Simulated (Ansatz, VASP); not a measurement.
**PtS2: VASP beside Ansatz**

```xyz
3
Lattice="3.5765 0.0000 0.0000 -1.7883 3.0974 0.0000 0.0000 0.0000 6.4970" Properties=species:S:1:pos:R:3 pbc="T T T"
Pt    0.0000    0.0000    0.0000
S     0.0000    2.0649    1.2276
S     1.7883    1.0325    5.2694
```

Alike in both runs: functional PBE; k mesh 12 × 12 × 4; occupations gaussian, width 0.02 eV; no spin polarisation.

Ansatz relaxed the structure, and its values are those at the end. VASP's run is a single point on that final structure, the one shown.

```csv
,VASP,Ansatz
version,VASP 6.6.1,Ansatz 0.2.0
potentials or method,"VASP PAW PBE potentials, release 64 (Pt, S), cutoff 520 eV","scalar-relativistic, plane waves, PAW"
valence electrons in the cell,22,30
```

```csv
,VASP,Ansatz,Ansatz less VASP
gap on the k mesh at the Fermi level (eV),1.50,1.49,-0.005
least direct gap on the mesh (eV),1.57,1.57,-0.005
pressure (GPa),-0.3,0.0,+0.35
rms of the force components (eV/Å),0.017,0.000,-0.0168
```

With one functional, cell and mesh, what is left measures potentials, basis and numerics. VASP's potentials hold 22 valence electrons a cell and Ansatz's 30, so a difference there can come from the potentials and not from the codes.

Neither program's run includes spin-orbit coupling.
